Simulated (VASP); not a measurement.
# Ti5C (F-43m) in VASP: further runs

The runs below take Ti5C through single point, relaxation of cell and atoms, with PBE.

Everything below comes from runs of VASP 6.6.1. Logs are shortened: lines on timing, memory, paths and dates and some standing lists are left out, and cuts for length are marked.

## Step 1: The cell of the first run

It takes space group F-43m (No. 216, cubic). The conventional cell has a = 7.244 Å, b = 7.244 Å, c = 7.244 Å, α = 90.00°, β = 90.00°, γ = 90.00°. Ti (site symmetry 3m) has 9 Ti at 2.51 to 3.00 Å and 3 C at 3.01 Å within 3.3 Å. Within 3.9 Å of Ti (site symmetry -43m) lie 12 Ti at 3.00 Å and 4 C at 3.14 Å. Within 4.0 Å of C (site symmetry -43m) lie 16 Ti at 3.01 to 3.14 Å.

The cell was built from a structure type or drawn by symmetry, and may not be a known phase.

## Step 2: Single point, PBE

File INCAR:

```
PREC = Accurate ; ENCUT = 520
EDIFF = 1E-6 ; ISMEAR = 0
SIGMA = 0.1 ; LREAL = False
LASPH = True ; NELM = 80
ALGO = Normal ; ISIF = 2
LWAVE = False ; LCHARG = False
GGA = PE ; NBANDS = 41
```

File KPOINTS:

```
regular mesh
0
Gamma
  4 4 4
```

File POSCAR:

```
Ti5C
1.0
    0.0000000000      3.6221587793      3.6221587793
    3.6221587793      0.0000000000      3.6221587793
    3.6221587793      3.6221587793      0.0000000000
Ti C
5 1
Direct
    0.3668764431      0.8777078523      0.8777078523
    0.8777078523      0.8777078523      0.8777078523
    0.2500000000      0.2500000000      0.2500000000
    0.8777078523      0.8777078523      0.3668764431
    0.8777078523      0.3668764431      0.8777078523
    0.5000000000      0.5000000000      0.5000000000
```

Potentials or basis: VASP PAW PBE potentials, release 64 (Ti_sv, C).

Command:

```
$ cat potpaw_PBE.64/Ti_sv/POTCAR potpaw_PBE.64/C/POTCAR > POTCAR
$ mpirun -np 1 vasp_std > vasp.out
```

OUTCAR:

```text
PREC = Accurate
   ENCUT = 520
   EDIFF = 1E-6
   ISMEAR = 0
   LREAL = False
   LASPH = True
   NELM = 80
   ISIF = 2
   GGA = PE

 ion  position               nearest neighbor table
   1  0.367  0.878  0.878-   2 2.51   4 2.51   5 2.51   2 2.62   4 2.62   5 2.62
   2  0.878  0.878  0.878-   1 2.51   4 2.51   5 2.51   4 2.62   5 2.62   1 2.62
   3  0.250  0.250  0.250-
   4  0.878  0.878  0.367-   1 2.51   2 2.51   5 2.51   2 2.62   5 2.62   1 2.62
   5  0.878  0.367  0.878-   1 2.51   2 2.51   4 2.51   4 2.62   2 2.62   1 2.62
   6  0.500  0.500  0.500-

  LATTYP: Found a face centered cubic cell.
 ALAT       =     7.2443175586

  Lattice vectors:

 A1 = (   0.0000000000,   3.6221587793,   3.6221587793)
 A2 = (   3.6221587793,   0.0000000000,   3.6221587793)
 A3 = (   3.6221587793,   3.6221587793,   0.0000000000)

Analysis of symmetry for initial positions (statically):
=====================================================================
 Subroutine PRICEL returns:
 Original cell was already a primitive cell.

 Routine SETGRP: Setting up the symmetry group for a
 face centered cubic supercell.

 Subroutine GETGRP returns: Found 24 space group operations
 (whereof 24 operations were pure point group operations)
 out of a pool of 48 trial point group operations.

The static configuration has the point symmetry T_d .

Analysis of symmetry for dynamics (positions and initial velocities):
=====================================================================
 Subroutine PRICEL returns:
 Original cell was already a primitive cell.

 Routine SETGRP: Setting up the symmetry group for a
 face centered cubic supercell.

 Subroutine GETGRP returns: Found 24 space group operations
 (whereof 24 operations were pure point group operations)
 out of a pool of 48 trial point group operations.

The dynamic configuration has the point symmetry T_d .

 Subroutine INISYM returns: Found 24 space group operations
 (whereof 24 operations are pure point group operations),
 and found     1 'primitive' translations

----------------------------------------------------------------------------------------

                                     Primitive cell

  volume of cell :      95.0457

  direct lattice vectors                    reciprocal lattice vectors
     0.000000000  3.622158779  3.622158779    -0.138039228  0.138039228  0.138039228
     3.622158779  0.000000000  3.622158779     0.138039228 -0.138039228  0.138039228
     3.622158779  3.622158779  0.000000000     0.138039228  0.138039228 -0.138039228

  length of vectors
     5.122506071  5.122506071  5.122506071     0.239090956  0.239090956  0.239090956

  position of ions in fractional coordinates (direct lattice)
     0.366876443  0.877707852  0.877707852
     0.877707852  0.877707852  0.877707852
     0.250000000  0.250000000  0.250000000
     0.877707852  0.877707852  0.366876443
     0.877707852  0.366876443  0.877707852
     0.500000000  0.500000000  0.500000000

  ion indices of the primitive-cell ions
   primitive index   ion index
                 1           1
                 2           2
                 3           3
                 4           4
                 5           5
                 6           6

----------------------------------------------------------------------------------------

 KPOINTS: regular mesh

Automatic generation of k-mesh.
 Grid dimensions read from file:
 generate k-points for:    4    4    4

 Generating k-lattice:

  Cartesian coordinates                     Fractional coordinates (reciprocal lattice)
    -0.034509807  0.034509807  0.034509807     0.250000000  0.000000000  0.000000000
     0.034509807 -0.034509807  0.034509807     0.000000000  0.250000000  0.000000000
     0.034509807  0.034509807 -0.034509807     0.000000000  0.000000000  0.250000000

  Length of vectors
     0.059772739  0.059772739  0.059772739

  Shift w.r.t. Gamma in fractional coordinates (k-lattice)
     0.000000000  0.000000000  0.000000000

 Subroutine IBZKPT returns following result:
 ===========================================

 Found      8 irreducible k-points:

 Following reciprocal coordinates:
            Coordinates               Weight
  0.000000  0.000000  0.000000      1.000000
  0.250000  0.000000  0.000000      8.000000
  0.500000  0.000000  0.000000      4.000000
  0.250000  0.250000  0.000000      6.000000
  0.500000  0.250000  0.000000     24.000000
 -0.250000  0.250000  0.000000     12.000000
  0.500000  0.500000  0.000000      3.000000
 -0.250000  0.500000  0.250000      6.000000
   k-points           NKPTS =      8   k-points in BZ     NKDIM =      8   number of bands    NBANDS=     41
   number of dos      NEDOS =    301   number of ions     NIONS =      6
   total plane-waves  NPLWV =  64000
   dimension x,y,z NGX =    40 NGY =   40 NGZ =   40
   dimension x,y,z NGXF=    80 NGYF=   80 NGZF=   80
   ions per type =               5   1
   NGX,Y,Z   is equivalent  to a cutoff of  12.98, 12.98, 12.98 a.u.
   NGXF,Y,Z  is equivalent  to a cutoff of  25.96, 25.96, 25.96 a.u.
 SYSTEM =  unknown system
   PREC   = accura    normal or accurate (medium, high low for compatibility)
   ISTART =      0    job   : 0-new  1-cont  2-samecut
   ICHARG =      2    charge: 1-file 2-atom 10-const
   ISPIN  =      1    spin polarized calculation?
   LNONCOLLINEAR =      F non collinear calculations
   LSORBIT =      F    spin-orbit coupling
   LASPH  =      T    aspherical Exc in radial PAW
   ENCUT  =  520.0 eV  38.22 Ry    6.18 a.u.   9.52  9.52  9.52*2*pi/ulx,y,z
   NELM   =     80;   NELMIN=  2; NELMDL= -5     # of ELM steps
   EDIFF  = 0.1E-05   stopping-criterion for ELM
   LREAL  =      F    real-space projection
   EDIFFG = 0.1E-04   stopping-criterion for IOM
   NSW    =      0    number of steps for IOM
   IBRION =     -1    ionic relax: 0-MD 1-quasi-New 2-CG
   NFREE  =      0    steps in history (QN), initial steepest desc. (CG)
   ISIF   =      2    stress and relaxation
   ISYM   =      2    0-nonsym 1-usesym 2-fastsym
   POTIM  = 0.5000    time-step for ionic-motion
   TEBEG  =    0.0;   TEEND  =   0.0 temperature during run
   PSTRESS=    0.0 pullay stress
   NELECT =      64.0000    total number of electrons
   NUPDOWN=      -1.0000    fix difference up-down
   EMIN   =  10.00;   EMAX   =-10.00  energy-range for DOS
   EFERMI =   0.00;   METHOD = LEGACY
   ISMEAR =     0;   SIGMA  =   0.10  broadening in eV -4-tet -1-fermi 0-gaus
   EFERMI_NEDOS =   21; number of points for ismear=-14 and -15
   IALGO  =     38    algorithm
   IMIX   =      4    mixing-type and parameters
     AMIX     =   0.40;   BMIX     =  1.00
     AMIX_MAG =   1.60;   BMIX_MAG =  1.00
  volume/ion in A,a.u.               =      15.84       106.90
  Fermi-wavevector in a.u.,A,eV,Ry     =   1.434908  2.711583 28.013858  2.058960
  Thomas-Fermi vector in A             =   2.554265
   LORBIT       =      0    0 simple, 1 ext, 2 COOP (PROOUT), +10 PAW based schemes
   GGA     = PE    functional components
   LHFCALC =     F    Hartree Fock is set to
   AEXX    =    0.0000 exact exchange contribution
   IVDW    =     0    specifies the selected vdW correction
   LEPSILON=     F    determine dielectric tensor
   LRPA    =     F    only Hartree local field effects (RPA)
 non-spin polarized calculation
 Gauss-broadening in eV      SIGMA  =   0.10
  energy-cutoff  :      520.00
  volume of cell :       95.05
 maximum number of plane-waves:      2637
 NGX is ok and might be reduce to    40
   NGX = 19   NGY = 19   NGZ = 19

 number of electron      64.0000001 magnetization

 Free energy of the ion-electron system (eV)
  ---------------------------------------------------
  ext. energy  EPLUGINS =         0.00000000
  ---------------------------------------------------
  free energy    TOTEN  =       -41.72364403 eV

  energy without entropy =      -41.66572067  energy(sigma->0) =      -41.69468235

 E-fermi :   7.8643     XC(G=0): -11.4201

 val. band max:        7.8334324106   @ k =   0.5000   0.2500   0.0000
 cond. band min:       7.8911148454   @ k =   0.2500   0.0000   0.0000
 fundamental gap:      0.0576824347
 Fermi energy:         7.8642988481

 k-point     1 :       0.0000    0.0000    0.0000
  band No.  band energies     occupation
      1     -48.8441      2.00000
      2     -48.5384      2.00000
      3     -48.1996      2.00000
      4     -48.1996      2.00000
      5     -48.1996      2.00000
      6     -25.8077      2.00000
[... 33 lines left out ...]
     40      10.9628      0.00000
     41      10.9632      0.00000

 k-point     2 :       0.2500    0.0000    0.0000
  band No.  band energies     occupation
      1     -48.8417      2.00000
      2     -48.5078      2.00000
      3     -48.2349      2.00000
      4     -48.1998      2.00000
      5     -48.1998      2.00000
      6     -25.6691      2.00000
[... 33 lines left out ...]
     40      10.0700      0.00000
     41      10.7896      0.00000

 k-point     3 :       0.5000    0.0000    0.0000
  band No.  band energies     occupation
      1     -48.8395      2.00000
      2     -48.4657      2.00000
      3     -48.2816      2.00000
      4     -48.1999      2.00000
      5     -48.1999      2.00000
      6     -25.5204      2.00000
[... 33 lines left out ...]
     40       9.9771      0.00000
     41      10.3680      0.00000

 k-point     4 :       0.2500    0.2500    0.0000
  band No.  band energies     occupation
      1     -48.8411      2.00000
      2     -48.4953      2.00000
      3     -48.2486      2.00000
      4     -48.1999      2.00000
      5     -48.1999      2.00000
      6     -25.6063      2.00000
[... 33 lines left out ...]
     40       9.8339      0.00000
     41      10.8182      0.00000

 k-point     5 :       0.5000    0.2500    0.0000
  band No.  band energies     occupation
      1     -48.8390      2.00000
      2     -48.4445      2.00000
      3     -48.3039      2.00000
      4     -48.2001      2.00000
      5     -48.2000      2.00000
      6     -25.4046      2.00000
[... 33 lines left out ...]
     40       9.9109      0.00000
     41      10.2457      0.00000

 k-point     6 :      -0.2500    0.2500    0.0000
  band No.  band energies     occupation
      1     -48.8396      2.00000
      2     -48.4652      2.00000
      3     -48.2820      2.00000
      4     -48.1999      2.00000
      5     -48.1999      2.00000
      6     -25.4882      2.00000
[... 33 lines left out ...]
     40       9.9133      0.00000
     41      10.2956      0.00000

 k-point     7 :       0.5000    0.5000    0.0000
  band No.  band energies     occupation
      1     -48.8386      2.00000
      2     -48.4130      2.00000
      3     -48.3362      2.00000
      4     -48.2003      2.00000
      5     -48.2003      2.00000
      6     -25.2633      2.00000
[... 33 lines left out ...]
     40       9.4454      0.00000
     41       9.9697      0.00000

 k-point     8 :      -0.2500    0.5000    0.2500
  band No.  band energies     occupation
      1     -48.8385      2.00000
      2     -48.4131      2.00000
      3     -48.3367      2.00000
      4     -48.2003      2.00000
      5     -48.1999      2.00000
      6     -25.2433      2.00000
[... 33 lines left out ...]
     40       9.6601      0.00000
     41      10.0589      0.00000

------------------------ aborting loop because EDIFF is reached ----------------------------------------

  FORCE on cell =-STRESS in cart. coord.  units (eV):
  Direction    XX          YY          ZZ          XY          YZ          ZX
  --------------------------------------------------------------------------------------
  -------------------------------------------------------------------------------------
  Total        0.0694058      0.0694058      0.0694058      0.0000000      0.0000000     -0.0000000
  in kB        1.1699670      1.1699670      1.1699670      0.0000000      0.0000000     -0.0000000
  external PRESSURE =       1.1699670 kB  Pullay stress =       0.0000000 kB

 VOLUME and BASIS-vectors are now :
 -----------------------------------------------------------------------------
  energy-cutoff  :      520.00
  volume of cell :       95.05
      direct lattice vectors                 reciprocal lattice vectors
     0.000000000  3.622158779  3.622158779    -0.138039228  0.138039228  0.138039228
     3.622158779  0.000000000  3.622158779     0.138039228 -0.138039228  0.138039228
     3.622158779  3.622158779  0.000000000     0.138039228  0.138039228 -0.138039228

 POSITION                                       TOTAL-FORCE (eV/Angst)
 -----------------------------------------------------------------------------------
      6.35839      4.50808      4.50808        -0.034002      0.034002      0.034002
      6.35839      6.35839      6.35839        -0.034002     -0.034002     -0.034002
      1.81108      1.81108      1.81108        -0.000000     -0.000000     -0.000000
      4.50808      4.50808      6.35839         0.034002      0.034002     -0.034002
      4.50808      6.35839      4.50808         0.034002     -0.034002      0.034002
      3.62216      3.62216      3.62216        -0.000000     -0.000000     -0.000000
 -----------------------------------------------------------------------------------
    total drift:                                0.000001      0.000001      0.000001

  FREE ENERGIE OF THE ION-ELECTRON SYSTEM (eV)
  ---------------------------------------------------
  free  energy   TOTEN  =       -41.7236440322 eV

  energy  without entropy=      -41.6657206696  energy(sigma->0) =      -41.69468235
```

Wall time 52 s (1 thread of AMD EPYC 7R13 (Zen 3), shared host); peak memory 0.2 GiB.

Results:

```yaml
Free_energy: -41.7236 eV
Pressure: 0.1 GPa
Largest_force: 0.059 eV/Å
Band_gap_on_the_k_mesh: zero (bands 32 and 33 overlap by 0.40 eV)
```

Forces in eV/Å, atoms in the order of the input:
```
Ti  -0.034  0.034  0.034
Ti  -0.034 -0.034 -0.034
Ti   0.000  0.000  0.000
Ti   0.034  0.034 -0.034
Ti   0.034 -0.034  0.034
C    0.000  0.000  0.000
```

Levels at points of the mesh, in eV from the Fermi level:
| k point | band 30 | band 31 | band 32 | band 33 | band 34 | band 35 |
| --- | --- | --- | --- | --- | --- | --- |
| (0.00, 0.00, 0.00) | -0.55 | -0.55 | 0.24 | 0.24 | 0.24 | 0.73 |
| (0.50, 0.00, 0.00) | -0.60 | 0.03 | 0.12 | 0.12 | 0.12 | 0.66 |
| (0.50, 0.50, 0.00) | -0.72 | -0.21 | -0.07 | 0.31 | 0.70 | 0.70 |

Caveat: the k points lie up to 0.38 Å⁻¹ apart.

## Step 3: Relaxation of cell and atoms, PBE

This run uses another cell than the first one, of 14.40 Å³/atom.

File INCAR:

```
SYSTEM = Ti5C
  ALGO = Normal
  EDIFF = 1E-6
  EDIFFG = -0.04
  ENCUT = 600
  GGA = PE
  IBRION = 2
  ISIF = 3
  ISMEAR = 0
  LASPH = .TRUE.
  LCHARG = .FALSE.
  LREAL = .FALSE.
  LWAVE = .FALSE.
  NELM = 60
  NSW = 90
  PREC = Accurate
  SIGMA = 0.1
```

File KPOINTS:

```
k-points
0
G
  4 4 4
  0 0 0
```

File POSCAR:

```
Ti5C
1.0
    0.0000000000      3.5086662300      3.5086662300
    3.5086662300      0.0000000000      3.5086662300
    3.5086662300      3.5086662300      0.0000000000
Ti C
5 1
Direct
    0.3719714300      0.8760095200      0.8760095200
    0.8760095200      0.8760095200      0.8760095200
    0.2500000000      0.2500000000      0.2500000000
    0.8760095200      0.8760095200      0.3719714300
    0.8760095200      0.3719714300      0.8760095200
    0.5000000000      0.5000000000      0.5000000000
```

Potentials or basis: VASP PAW PBE potentials, release 64 (Ti_sv, C).

Command:

```
$ cat potpaw_PBE.64/Ti_sv/POTCAR potpaw_PBE.64/C/POTCAR > POTCAR
$ mpirun -np 1 vasp_std > vasp.out
```

Wall time 2.2 min (1 thread of AMD EPYC 7R13 (Zen 3), shared host); peak memory 0.22 GiB.

The run converged. Its results:

- Free energy: -41.7188 eV
- Relaxed volume: 15.86 Å³/atom
- Relaxed cell: a = 5.125 Å, b = 5.125 Å, c = 5.125 Å, α = 60.00°, β = 60.00°, γ = 60.00°
- Space group after relaxing (to 0.1 Å): F-43m (No. 216)
- Energy gained by relaxing: 41.2 meV/atom
- Ionic steps: 3
- Pressure after relaxing: 0.0 GPa
- Largest force after relaxing: 0.005 eV/Å
- Band gap on the k mesh: zero (bands 32 and 33 overlap by 0.40 eV)

Forces on the atoms (eV/Å):
```
Ti   0.003 -0.003 -0.003
Ti   0.003  0.003  0.003
Ti   0.000  0.000  0.000
Ti  -0.003 -0.003  0.003
Ti  -0.003  0.003 -0.003
C    0.000  0.000  0.000
```

The path:
```
step  energy change (eV)  largest force (eV/Å)  pressure (GPa)  volume (Å³)
   1              0.0000                0.4613            9.19        86.39
   2             -0.2382                0.0759           -1.43        97.13
   3             -0.2473                0.0053            0.00        95.18
```

Final structure:
```cif
data_structure
_symmetry_space_group_name_H-M 'P 1'
_symmetry_Int_Tables_number 1
_cell_length_a 5.1250
_cell_length_b 5.1250
_cell_length_c 5.1250
_cell_angle_alpha 60.000
_cell_angle_beta 60.000
_cell_angle_gamma 60.000
_cell_volume 95.18
loop_
_atom_site_label
_atom_site_type_symbol
_atom_site_fract_x
_atom_site_fract_y
_atom_site_fract_z
_atom_site_occupancy
Ti1 Ti 0.36741 0.87753 0.87753 1
Ti2 Ti 0.87753 0.87753 0.87753 1
Ti3 Ti 0.25000 0.25000 0.25000 1
Ti4 Ti 0.87753 0.87753 0.36741 1
Ti5 Ti 0.87753 0.36741 0.87753 1
C1 C 0.50000 0.50000 0.50000 1
```

Levels at points of the mesh, in eV from the Fermi level:
```
           k point  band 28  band 29  band 30  band 31  band 32  band 33  band 34  band 35  band 36  band 37
(0.00, 0.00, 0.00)    -1.89    -1.89    -0.55    -0.55     0.24     0.24     0.24     0.73     0.73     2.26
(0.50, 0.00, 0.00)    -1.17    -0.59    -0.59     0.03     0.12     0.12     0.12     0.65     0.74     0.74
(0.50, 0.50, 0.00)    -1.02    -1.02    -0.71    -0.22    -0.07     0.30     0.69     0.69     1.13     1.13
```

Caveat: the k points lie up to 0.38 Å⁻¹ apart in the final cell.
